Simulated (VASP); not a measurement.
Al7Sn:

```xyz
8
Lattice="0.0000 4.1316 4.1316 4.1316 0.0000 4.1316 4.1316 4.1316 0.0000" Properties=species:S:1:pos:R:3 pbc="T T T"
Al    2.0658    2.0658    0.0000
Al    2.0658    0.0000    2.0658
Al    4.1316    2.0658    2.0658
Al    0.0000    2.0658    2.0658
Al    2.0658    4.1316    2.0658
Al    2.0658    2.0658    4.1316
Al    4.1316    4.1316    4.1316
Sn    0.0000    0.0000    0.0000
```

```yaml
Program: VASP 6.6.1
Task: relaxation of cell and atoms
Functional: PBE
Potentials_or_basis: VASP PAW PBE potentials, release 64 (Al, Sn_d)
Cutoff: 600 eV
k_mesh: 8 × 8 × 8
Occupations: gaussian, width 0.1 eV
Spin: no spin polarisation
```

At the start: pressure 1.8 GPa; volume 17.63 Å³/atom.

**Question.** How do energy, volume and symmetry change on relaxing?

**Answer.** Over 3 steps the energy falls by 2.5 meV/atom and the volume is 18.09 Å³/atom (+2.6 %); space group Fm-3m (No. 225, to 0.1 Å) before and after.

The path:
```
step  energy change (eV)  largest force (eV/Å)  pressure (GPa)  volume (Å³)
   1              0.0000                0.0000            1.79       141.06
   2             -0.0200                0.0000           -0.17       145.12
   3             -0.0202                0.0000            0.00       144.75
```

Final structure:
```
Al Sn
1.0
     0.00000    4.16740    4.16740
     4.16740    0.00000    4.16740
     4.16740    4.16740    0.00000
Al Sn
7 1
Direct
  0.00000 0.00000 0.50000
  0.00000 0.50000 0.00000
  0.00000 0.50000 0.50000
  0.50000 0.00000 0.00000
  0.50000 0.00000 0.50000
  0.50000 0.50000 0.00000
  0.50000 0.50000 0.50000
  0.00000 0.00000 0.00000
```
